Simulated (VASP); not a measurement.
**RbLiAlH4: single point with PBE**

The system is RbLiAlH4.

```
CELL_PARAMETERS angstrom
0.00000 3.98985 3.98985
3.98985 0.00000 3.98985
3.98985 3.98985 0.00000
ATOMIC_POSITIONS crystal
Rb 0.00000 0.00000 0.00000
Li 0.75000 0.75000 0.75000
Al 0.50000 0.50000 0.50000
H 0.14226 0.61925 0.61925
H 0.61925 0.14226 0.61925
H 0.61925 0.61925 0.14226
H 0.61925 0.61925 0.61925
```

```yaml
Program: VASP 6.6.1
Task: single point
Functional: PBE
Potentials_or_basis: VASP PAW PBE potentials, release 64 (Rb_sv, Li_sv, Al, H)
Cutoff: 520 eV
k_mesh: 8 × 8 × 8
Occupations: gaussian, width 0.1 eV
Spin: no spin polarisation
```

The largest force is 0.018 eV/Å.

Forces in eV/Å, atoms in the order of the input:
```
Rb   0.000  0.000  0.000
Li   0.000  0.000  0.000
Al   0.000  0.000  0.000
H   -0.011  0.011  0.011
H    0.011 -0.011  0.011
H    0.011  0.011 -0.011
H   -0.011 -0.011 -0.011
```

Levels at points of the mesh, in eV from the Fermi level:
```csv
k point,band 7,band 8,band 9,band 10,band 11,band 12
"(0.00, 0.00, 0.00)",-5.54,-5.54,-5.54,0.21,0.56,0.56
"(0.50, 0.00, 0.00)",-6.45,-5.66,-5.66,-0.06,1.48,1.48
"(0.50, 0.50, 0.00)",-6.40,-5.66,-5.66,-0.32,0.42,2.92
```

It took 58 s on 1 thread of Intel(R) Xeon(R) Platinum 8488C (Sapphire Rapids), with other jobs on the host, peak memory 0.29 GiB.
